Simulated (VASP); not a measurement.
Wanted: the native input for a VASP 6.6.1 run.

```
Task                   : relaxation of cell and atoms
Functional             : PBEsol
Potentials or basis    : VASP PAW PBE potentials, release 64 (Zn)
Cutoff                 : 600 eV
k mesh                 : 24 × 24 × 12
Occupations            : gaussian, width 0.1 eV
Spin                   : no spin polarisation
Dipole correction      : no
Further INCAR settings : ALGO = Fast; EDIFF = 1e-06; IBRION = 2; EDIFFG = -0.01; NSW = 100; ISIF = 3
```

The structure of Zn lies in POSCAR:

```
Zn
1.0
    2.6344655245      0.0000000000      0.0000000000
   -1.3172327622      2.2815140696      0.0000000000
    0.0000000000      0.0000000000      4.6762641127
Zn
2
Direct
    0.3333333333      0.6666666667      0.2500000000
    0.6666666667      0.3333333333      0.7500000000
```

One way to write it, as run:

INCAR

```
PREC = Accurate
ENCUT = 600
EDIFF = 1E-6
ISMEAR = 0
SIGMA = 0.1
LREAL = F
LASPH = T
NELM = 100
ALGO = Fast
ISIF = 3
LWAVE = F
LCHARG = F
GGA = PS
IBRION = 2
NSW = 100
EDIFFG = -0.01
```

KPOINTS

```
Automatic mesh
0
Gamma
  24 24 12
```

Potentials or basis: VASP PAW PBE potentials, release 64 (Zn).

The run is started by

```console
$ cat potpaw_PBE.64/Zn/POTCAR > POTCAR
$ mpirun -np 1 vasp_std > vasp.out
```

Results of the run:

```
Relaxed volume                        : 14.26 Å³/atom
Relaxed cell                          : a = 2.601 Å, b = 2.601 Å, c = 4.865 Å, α = 90.00°, β = 90.00°, γ = 120.00°
Space group after relaxing (to 0.1 Å) : P6_3/mmc (No. 194)
Energy gained by relaxing             : 3.3 meV/atom
Ionic steps                           : 11
Pressure after relaxing               : 0.0 GPa
Band gap on the k mesh                : zero (bands 12 and 13 overlap by 4.56 eV)
```

Caveat: the PAW data sets were made with another functional, which shifts forces and pressure a little.

It took 24 min on 1 thread of Intel Xeon 8259CL, with other jobs on the host, peak memory 0.34 GiB.
